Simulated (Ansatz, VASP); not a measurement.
**One calculation of ZnO, two programs**

```
CELL_PARAMETERS angstrom
3.23273 0.00000 0.00000
-1.61636 2.79962 0.00000
0.00000 0.00000 5.23702
ATOMIC_POSITIONS crystal
Zn 0.33333 0.66667 0.00000
Zn 0.66667 0.33333 0.50000
O 0.33333 0.66667 0.37800
O 0.66667 0.33333 0.87800
```

Alike in both runs: task single point; functional LDA; k mesh 6 × 6 × 4; occupations gaussian, width 0.1 eV; no spin polarisation.

|  | VASP | Ansatz |
| --- | --- | --- |
| version | VASP 6.6.1 | Ansatz 0.2.0 |
| potentials or method | VASP PAW LDA potentials, release 64 (Zn, O), cutoff 600 eV | scalar-relativistic, plane waves, PAW |
| valence electrons in the cell | 36 | 36 |

|  | VASP | Ansatz | Ansatz less VASP |
| --- | --- | --- | --- |
| gap on the k mesh at the Fermi level (eV) | 0.73 | 0.73 | -0.008 |
| least direct gap on the mesh (eV) | 0.73 | 0.73 | -0.008 |
| pressure (GPa) | -5.7 | -6.5 | -0.82 |
| traceless stress, the component that is largest in VASP (GPa) | -0.20 | -0.19 | +0.012 |

LDA's correlation is that of Perdew and Zunger in VASP and of Perdew and Wang (1992) in Ansatz.
